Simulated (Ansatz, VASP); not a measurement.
## ScNb: VASP beside Ansatz

```
Nb Sc
1.0
     3.06564    0.00000    0.00000
    -1.53282    2.65493    0.00000
     0.00000    0.00000    5.07219
Nb Sc
1 1
Direct
  0.33333 0.66667 0.50000
  0.00000 0.00000 0.00000
```

Alike in both runs: task relaxation of cell and atoms; functional PBEsol; k mesh 10 × 10 × 5; occupations fermi-dirac, width 0.05 eV; no spin polarisation.

|  | VASP | Ansatz |
| --- | --- | --- |
| version | VASP 6.6.1 | Ansatz 0.2.0 |
| potentials or method | VASP PAW PBE potentials, release 64 (Nb_sv, Sc_sv) | Ansatz PAW |
| plane-wave cutoff (eV) | 600 | 420 |
| valence electrons in the cell | 24 | 24 |

VASP gave:

- gap on the k mesh at the Fermi level, each at its own relaxed structure (eV): none
- relaxed volume (Å³/atom): 19.83
- relaxed cell length with the largest relative difference (Å): 5.001

Q: What did Ansatz give for the same quantities?

A: gap on the k mesh at the Fermi level, each at its own relaxed structure (eV): none; relaxed volume (Å³/atom): 19.82; relaxed cell length with the largest relative difference (Å): 4.996.

VASP's potentials were made for PBE, not for PBEsol. A gap of «none» marks a metal or a gap that the smearing closes.

Noted on Ansatz's run: the plane-wave basis is chosen anew once the cell has moved, so the energies of steps on either side of that aren't comparable.
